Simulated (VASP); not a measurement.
## TaN: single point with PBEsol+U

TaN:

```
CELL_PARAMETERS angstrom
2.73231 0.00000 0.00000
0.00000 2.73231 0.00000
0.00000 0.00000 2.73231
ATOMIC_POSITIONS crystal
Ta 0.00000 0.00000 0.00000
N 0.50000 0.50000 0.50000
```

| Quantity | Value |
| --- | --- |
| Program | VASP 6.6.1 |
| Task | single point |
| Functional | PBEsol |
| Potentials or basis | VASP PAW PBE potentials, release 64 (Ta_pv, N) |
| Cutoff | 520 eV |
| k mesh | 7 × 7 × 7 |
| Occupations | gaussian, width 0.05 eV |
| Spin | collinear spin, ferromagnetic start |
| Starting moments | [0.5, 0.0] μB |
| Hubbard terms | Ta d U = 4.0 eV |
| Dipole correction | no |
| Further INCAR settings | ALGO = Normal; EDIFF = 1e-07; NBANDS = 19 |

```yaml
Pressure: 10.8 GPa
Net_moment: 0.22 μB per cell
Site_moments: Ta +0.18; N +0.00 μB
Valence_electrons_inside_the_program's_atomic_spheres: Ta 8.96; N 3.70
```

Levels at points of the mesh, in eV from the Fermi level:
Spin up:
| k point | band 5 | band 6 | band 7 | band 8 | band 9 | band 10 | band 11 | band 12 |
| --- | --- | --- | --- | --- | --- | --- | --- | --- |
| (0.00, 0.00, 0.00) | -5.55 | -5.55 | -3.05 | -3.05 | -3.05 | 1.87 | 4.38 | 4.38 |
Spin down:
| k point | band 4 | band 5 | band 6 | band 7 | band 8 | band 9 | band 10 | band 11 | band 12 | band 13 |
| --- | --- | --- | --- | --- | --- | --- | --- | --- | --- | --- |
| (0.00, 0.00, 0.00) | -18.80 | -5.12 | -5.12 | -3.03 | -3.03 | -3.03 | 1.99 | 4.49 | 4.49 | 4.49 |

Eigenvalues of the final occupation matrices:
```tsv
site	spin	trace	eigenvalues
site 1 d	1	1.32	0.15 0.15 0.15 0.43 0.43
site 1 d	2	1.16	0.15 0.15 0.15 0.36 0.36
```

Wall time 28 s on 1 thread of Intel Xeon 6975P-C, on a shared host, peak memory 0.11 GiB.

Caveat: the PAW data sets were made with another functional, which shifts forces and pressure a little; spin-orbit coupling is left out, which moves the levels of the heavy elements. The state reached can hang on the start; a lower one may exist.
